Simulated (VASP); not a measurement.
# EuS (Fm-3m) in VASP: notebook

EuS is run at these levels: r2SCAN+D3(BJ)+U, r2SCAN+rVV10+U; tasks: single point.

All numbers are computed with VASP 6.6.1; they aren't measurements. Logs are shortened: lines on timing, memory, paths and dates and some standing lists are left out, and cuts for length are marked.

## Step 1: The cell of the first run

Symmetry: Fm-3m, No. 225, cubic system. The conventional cell has a = 5.957 Å, b = 5.957 Å, c = 5.957 Å, α = 90.00°, β = 90.00°, γ = 90.00°. Eu (site symmetry m-3m) has 6 S at 2.98 Å within 3.9 Å. S (site symmetry m-3m) has 6 Eu at 2.98 Å within 3.9 Å.

## Step 2: Single point, r2SCAN+D3(BJ)+U, collinear spin, ferromagnetic start

POSCAR

```
EuS
1.0
    0.0000000000      2.9785018670      2.9785018670
    2.9785018670      0.0000000000      2.9785018670
    2.9785018670      2.9785018670      0.0000000000
Eu S
1 1
Direct
    0.5000000000      0.5000000000      0.5000000000
    0.0000000000      0.0000000000      0.0000000000
```

INCAR.step1

```
SYSTEM = EuS
PREC     = Accurate       ! precision mode
ENCUT    = 800            ! plane-wave cutoff, eV
ISMEAR   = 0              ! smearing method
SIGMA    = 0.05           ! smearing width, eV
LREAL    = .False.        ! projectors in reciprocal space
LASPH    = .True.         ! aspherical terms in the spheres
NELM     = 200            ! most SCF steps
ISPIN    = 2              ! spin polarisation
MAGMOM   = 7.55 0         ! initial moments
LMAXMIX  = 6              ! l up to which the mixer works
LDAU     = .True.         ! DFT+U
LDAUTYPE = 2            
LDAUL    = 3 -1           ! shell
LDAUU    = 4 0            ! U, eV
LDAUJ    = 0 0          
NBANDS   = 22             ! bands
GGA      = PE             ! functional
ALGO     = Normal         ! electronic algorithm
EDIFF    = 1E-5           ! SCF threshold, eV
LWAVE    = .True.         ! write WAVECAR
LCHARG   = .False.        ! write CHGCAR
GGA_COMPAT= .False.
```

INCAR.step2

```
SYSTEM = EuS
PREC     = Accurate       ! precision mode
ENCUT    = 800            ! plane-wave cutoff, eV
EDIFF    = 1E-6           ! SCF threshold, eV
ISMEAR   = 0              ! smearing method
SIGMA    = 0.05           ! smearing width, eV
LREAL    = .False.        ! projectors in reciprocal space
LASPH    = .True.         ! aspherical terms in the spheres
NELM     = 200            ! most SCF steps
ALGO     = Normal         ! electronic algorithm
ISIF     = 2              ! what is computed and relaxed
LWAVE    = .False.        ! write WAVECAR
LCHARG   = .False.        ! write CHGCAR
ISPIN    = 2              ! spin polarisation
MAGMOM   = 7.55 0         ! initial moments
LORBIT   = 11             ! projections on sites
LMAXMIX  = 6              ! l up to which the mixer works
LDAU     = .True.         ! DFT+U
LDAUTYPE = 2            
LDAUL    = 3 -1           ! shell
LDAUU    = 4 0            ! U, eV
LDAUJ    = 0 0          
LDAUPRINT= 1            
METAGGA  = R2SCAN         ! meta-GGA
LMIXTAU  = .True.       
IVDW     = 12             ! dispersion correction
VDW_S6   = 1.0          
VDW_S8   = 0.78981345   
VDW_A1   = 0.49484001   
VDW_A2   = 5.73083694   
NBANDS   = 22             ! bands
ISTART   = 1            
GGA_COMPAT= .False.
```

KPOINTS

```
regular mesh
0
Gamma
  8 8 8
  0 0 0
```

Potentials or basis: VASP PAW PBE potentials, release 64 (Eu, S).

Launch:

```
cat potpaw_PBE.64/Eu/POTCAR potpaw_PBE.64/S/POTCAR > POTCAR
cp INCAR.step1 INCAR
mpirun -np 1 vasp_std > vasp.out
cp INCAR.step2 INCAR
mpirun -np 1 vasp_std > vasp.out
```

OUTCAR:

```text
SYSTEM = EuS
   PREC = Accurate
   ENCUT = 800
   EDIFF = 1E-6
   ISMEAR = 0
   LREAL = .False.
   LASPH = .True.
   NELM = 200
   ISIF = 2
   ISPIN = 2
   LORBIT = 11
   METAGGA = R2SCAN
   IVDW = 12
   ISTART = 1
 IVDW          = 12

 ion  position               nearest neighbor table
   1  0.500  0.500  0.500-   2 2.98   2 2.98   2 2.98   2 2.98   2 2.98   2 2.98
   2  0.000  0.000  0.000-   1 2.98   1 2.98   1 2.98   1 2.98   1 2.98   1 2.98

  LATTYP: Found a face centered cubic cell.
 ALAT       =     5.9570037340

  Lattice vectors:

 A1 = (   0.0000000000,   2.9785018670,   2.9785018670)
 A2 = (   2.9785018670,   0.0000000000,   2.9785018670)
 A3 = (   2.9785018670,   2.9785018670,   0.0000000000)

Analysis of symmetry for initial positions (statically):
=====================================================================
 Subroutine PRICEL returns:
 Original cell was already a primitive cell.

 Routine SETGRP: Setting up the symmetry group for a
 face centered cubic supercell.

 Subroutine GETGRP returns: Found 48 space group operations
 (whereof 48 operations were pure point group operations)
 out of a pool of 48 trial point group operations.

The static configuration has the point symmetry O_h .

Analysis of symmetry for dynamics (positions and initial velocities):
=====================================================================
 Subroutine PRICEL returns:
 Original cell was already a primitive cell.

 Routine SETGRP: Setting up the symmetry group for a
 face centered cubic supercell.

 Subroutine GETGRP returns: Found 48 space group operations
 (whereof 48 operations were pure point group operations)
 out of a pool of 48 trial point group operations.

The dynamic configuration has the point symmetry O_h .

Analysis of structural, dynamic, and magnetic symmetry:
=====================================================================
 Subroutine PRICEL returns:
 Original cell was already a primitive cell.

 Routine SETGRP: Setting up the symmetry group for a
 face centered cubic supercell.

 Subroutine GETGRP returns: Found 48 space group operations
 (whereof 48 operations were pure point group operations)
 out of a pool of 48 trial point group operations.

The overall configuration has the point symmetry O_h .

 Subroutine INISYM returns: Found 48 space group operations
 (whereof 48 operations are pure point group operations),
 and found     1 'primitive' translations

----------------------------------------------------------------------------------------

                                     Primitive cell

  volume of cell :      52.8474

  direct lattice vectors                    reciprocal lattice vectors
     0.000000000  2.978501867  2.978501867    -0.167869628  0.167869628  0.167869628
     2.978501867  0.000000000  2.978501867     0.167869628 -0.167869628  0.167869628
     2.978501867  2.978501867  0.000000000     0.167869628  0.167869628 -0.167869628

  length of vectors
     4.212237736  4.212237736  4.212237736     0.290758725  0.290758725  0.290758725

  position of ions in fractional coordinates (direct lattice)
     0.500000000  0.500000000  0.500000000
[... 114 lines left out ...]
 Gauss-broadening in eV      SIGMA  =   0.05
  energy-cutoff  :      800.00
  volume of cell :       52.85
 maximum number of plane-waves:      2733
   NGX = 19   NGY = 19   NGZ = 19

atom =   1  type =  1  l = 3

 onsite density matrix

spin component  1

  0.9725 -0.0000 -0.0015  0.0000 -0.0000 -0.0000  0.0000
 -0.0000  0.9732 -0.0000 -0.0000  0.0000 -0.0000  0.0000
 -0.0015 -0.0000  0.9732  0.0000  0.0000  0.0000 -0.0000
  0.0000 -0.0000  0.0000  0.9713  0.0000 -0.0000 -0.0000
 -0.0000  0.0000  0.0000  0.0000  0.9732  0.0000  0.0015
 -0.0000 -0.0000  0.0000 -0.0000  0.0000  0.9744  0.0000
  0.0000  0.0000 -0.0000 -0.0000  0.0015  0.0000  0.9725

spin component  2

  0.0019  0.0000  0.0009  0.0000 -0.0000 -0.0000 -0.0000
  0.0000  0.0000  0.0000  0.0000 -0.0000  0.0000 -0.0000
  0.0009  0.0000  0.0014 -0.0000  0.0000 -0.0000  0.0000
  0.0000  0.0000 -0.0000  0.0026 -0.0000  0.0000 -0.0000
 -0.0000 -0.0000  0.0000 -0.0000  0.0014 -0.0000 -0.0009
 -0.0000  0.0000 -0.0000  0.0000 -0.0000  0.0007 -0.0000
 -0.0000 -0.0000  0.0000 -0.0000 -0.0009 -0.0000  0.0019

 occupancies and eigenvectors

  o =  0.0000  v =  0.0000  0.0000  0.0000  0.0000  0.0000  0.0000  0.0000 -0.0000  1.0000  0.0000 -0.0000  0.0000 -0.0000  0.0000      0.0000  0.0000  0.0000  0.0000  0.0000  0.0000  0.0000  0.0000  0.0000  0.0000  0.0000  0.0000  0.0000  0.0000
  o =  0.0007  v =  0.0000  0.0000  0.0000  0.0000  0.0000  0.0000  0.0000  0.6124  0.0000 -0.7906 -0.0000  0.0003 -0.0009  0.0003      0.0000  0.0000  0.0000  0.0000  0.0000  0.0000  0.0000  0.0000  0.0000  0.0000  0.0000  0.0000  0.0000  0.0000
  o =  0.0007  v =  0.0000  0.0000  0.0000  0.0000  0.0000  0.0000  0.0000 -0.0003 -0.0000  0.0003  0.0000  0.7906  0.0003  0.6124      0.0000  0.0000  0.0000  0.0000  0.0000  0.0000  0.0000  0.0000  0.0000  0.0000  0.0000  0.0000  0.0000  0.0000
  o =  0.0007  v =  0.0000  0.0000  0.0000  0.0000  0.0000  0.0000  0.0000  0.0006  0.0000 -0.0007 -0.0000 -0.0002  1.0000 -0.0002      0.0000  0.0000  0.0000  0.0000  0.0000  0.0000  0.0000  0.0000  0.0000  0.0000  0.0000  0.0000  0.0000  0.0000
  o =  0.0026  v =  0.0000  0.0000  0.0000  0.0000  0.0000  0.0000  0.0000 -0.7906  0.0000 -0.6124 -0.0003 -0.0001  0.0000  0.0001      0.0000  0.0000  0.0000  0.0000  0.0000  0.0000  0.0000  0.0000  0.0000  0.0000  0.0000  0.0000  0.0000  0.0000
  o =  0.0026  v =  0.0000  0.0000  0.0000  0.0000  0.0000  0.0000  0.0000  0.0001 -0.0000  0.0001 -0.0001 -0.6124 -0.0000  0.7906      0.0000  0.0000  0.0000  0.0000  0.0000  0.0000  0.0000  0.0000  0.0000  0.0000  0.0000  0.0000  0.0000  0.0000
  o =  0.0026  v =  0.0000  0.0000  0.0000  0.0000  0.0000  0.0000  0.0000  0.0002 -0.0000  0.0002 -1.0000  0.0000 -0.0000 -0.0001      0.0000  0.0000  0.0000  0.0000  0.0000  0.0000  0.0000  0.0000  0.0000  0.0000  0.0000  0.0000  0.0000  0.0000
  o =  0.9713  v =  0.0001  0.0000  0.0001 -0.9964 -0.0521 -0.0000  0.0673  0.0000  0.0000  0.0000  0.0000  0.0000  0.0000  0.0000      0.0000  0.0000  0.0000  0.0000  0.0000  0.0000  0.0000  0.0000  0.0000  0.0000  0.0000  0.0000  0.0000  0.0000
  o =  0.9713  v =  0.0013 -0.0000  0.0010 -0.0851  0.6101  0.0000 -0.7877  0.0000  0.0000  0.0000  0.0000  0.0000  0.0000  0.0000      0.0000  0.0000  0.0000  0.0000  0.0000  0.0000  0.0000  0.0000  0.0000  0.0000  0.0000  0.0000  0.0000  0.0000
  o =  0.9713  v =  0.7906 -0.0000  0.6124  0.0003 -0.0010 -0.0000  0.0013  0.0000  0.0000  0.0000  0.0000  0.0000  0.0000  0.0000      0.0000  0.0000  0.0000  0.0000  0.0000  0.0000  0.0000  0.0000  0.0000  0.0000  0.0000  0.0000  0.0000  0.0000
  o =  0.9732  v =  0.0000  1.0000 -0.0000  0.0000 -0.0000  0.0000 -0.0000  0.0000  0.0000  0.0000  0.0000  0.0000  0.0000  0.0000      0.0000  0.0000  0.0000  0.0000  0.0000  0.0000  0.0000  0.0000  0.0000  0.0000  0.0000  0.0000  0.0000  0.0000
  o =  0.9744  v =  0.0007 -0.0000 -0.0009 -0.0000  0.7441  0.3379  0.5764  0.0000  0.0000  0.0000  0.0000  0.0000  0.0000  0.0000      0.0000  0.0000  0.0000  0.0000  0.0000  0.0000  0.0000  0.0000  0.0000  0.0000  0.0000  0.0000  0.0000  0.0000
  o =  0.9744  v = -0.0020  0.0000  0.0026  0.0000  0.2671 -0.9412  0.2069  0.0000  0.0000  0.0000  0.0000  0.0000  0.0000  0.0000      0.0000  0.0000  0.0000  0.0000  0.0000  0.0000  0.0000  0.0000  0.0000  0.0000  0.0000  0.0000  0.0000  0.0000
  o =  0.9744  v =  0.6124 -0.0000 -0.7906  0.0000  0.0000 -0.0035  0.0000  0.0000  0.0000  0.0000  0.0000  0.0000  0.0000  0.0000      0.0000  0.0000  0.0000  0.0000  0.0000  0.0000  0.0000  0.0000  0.0000  0.0000  0.0000  0.0000  0.0000  0.0000

 number of electron      23.0000002 magnetization       7.0000002

 Free energy of the ion-electron system (eV)
  ---------------------------------------------------
  ext. energy  EPLUGINS =         0.00000000
  ---------------------------------------------------
  free energy    TOTEN  =       -52.12211240 eV

  energy without entropy =      -52.12209246  energy(sigma->0) =      -52.12210243

 E-fermi :   3.6552     XC(G=0): -10.0423

 val. band max:        3.5824421922   @ k =   0.0000   0.0000   0.0000
 cond. band min:       3.7278734120   @ k =   0.5000   0.5000   0.0000
 fundamental gap:      0.1454312198
 Fermi energy:         3.6551581938

 spin component 1

 k-point     1 :       0.0000    0.0000    0.0000
  band No.  band energies     occupation
      1     -38.0683      1.00000
      2     -16.2962      1.00000
      3     -16.2962      1.00000
      4     -16.2962      1.00000
      5      -9.8715      1.00000
      6       1.1379      1.00000
[... 1193 lines left out ...]
     21      13.6216      0.00000
     22      13.7418      0.00000

 [... further k-points ...]

------------------------ aborting loop because EDIFF is reached ----------------------------------------

 Edisp (eV)   -0.31727

 E8    (eV) :    -0.1207

  FORCE on cell =-STRESS in cart. coord.  units (eV):
  Direction    XX          YY          ZZ          XY          YZ          ZX
  --------------------------------------------------------------------------------------
  -------------------------------------------------------------------------------------
  Total      -0.30834    -0.30834    -0.30834     0.00000     0.00000     0.00000
  in kB      -9.34787    -9.34787    -9.34787     0.00000     0.00000     0.00000
  external pressure =       -9.35 kB  Pullay stress =        0.00 kB

 VOLUME and BASIS-vectors are now :
 -----------------------------------------------------------------------------
  energy-cutoff  :      800.00
  volume of cell :       52.85
      direct lattice vectors                 reciprocal lattice vectors
     0.000000000  2.978501867  2.978501867    -0.167869628  0.167869628  0.167869628
     2.978501867  0.000000000  2.978501867     0.167869628 -0.167869628  0.167869628
     2.978501867  2.978501867  0.000000000     0.167869628  0.167869628 -0.167869628

 POSITION                                       TOTAL-FORCE (eV/Angst)
 -----------------------------------------------------------------------------------
      2.97850      2.97850      2.97850        -0.000000      0.000000      0.000000
      0.00000      0.00000      0.00000         0.000000     -0.000000     -0.000000
 -----------------------------------------------------------------------------------
    total drift:                               -0.000000     -0.000000      0.000000

  FREE ENERGIE OF THE ION-ELECTRON SYSTEM (eV)
  ---------------------------------------------------
  free  energy   TOTEN  =       -52.4393799459 eV

  energy  without entropy=      -52.4393600056  energy(sigma->0) =      -52.43936998

 total charge

# of ion       s       p       d       f       tot
--------------------------------------------------
    1        2.036   5.830   0.232   6.813  14.911
    2        1.306   2.481   0.000   0.000   3.786
--------------------------------------------------
tot          3.342   8.311   0.232   6.813  18.697

 magnetization (x)

# of ion       s       p       d       f       tot
--------------------------------------------------
    1       -0.027  -0.194   0.048   6.794   6.620
    2       -0.008  -0.067   0.000   0.000  -0.075
--------------------------------------------------
tot         -0.035  -0.261   0.048   6.794   6.545
```

Wall time 12 min (1 thread of AMD EPYC 9755, shared host); peak memory 0.37 GiB.

What came out:

* Free energy: -52.4394 eV
* Pressure: -0.9 GPa
* Band gap on the k mesh: 0.15 eV (least direct gap 0.35 eV)
* Net moment: 7.00 μB per cell
* Site moments: Eu +6.62; S -0.07 μB
* Valence electrons inside the program's atomic spheres: Eu 14.91; S 3.79
* Dispersion energy per atom: -0.159 eV

Eigenvalues of the final occupation matrices:
```tsv
site	spin	trace	eigenvalues
site 1 f	1	6.81	0.97 0.97 0.97 0.97 0.97 0.97 0.97
site 1 f	2	0.01	0.00 0.00 0.00 0.00 0.00 0.00 0.00
```

Caveat: three body term missing; the PAW data sets were made with another functional, which shifts forces and pressure a little; spin-orbit coupling is left out, which moves the levels of the heavy elements; a cell with one magnetic atom can't hold antiferromagnetic order, which such compounds often take. A k mesh can miss the band edges.

[end of part 1 of 3]
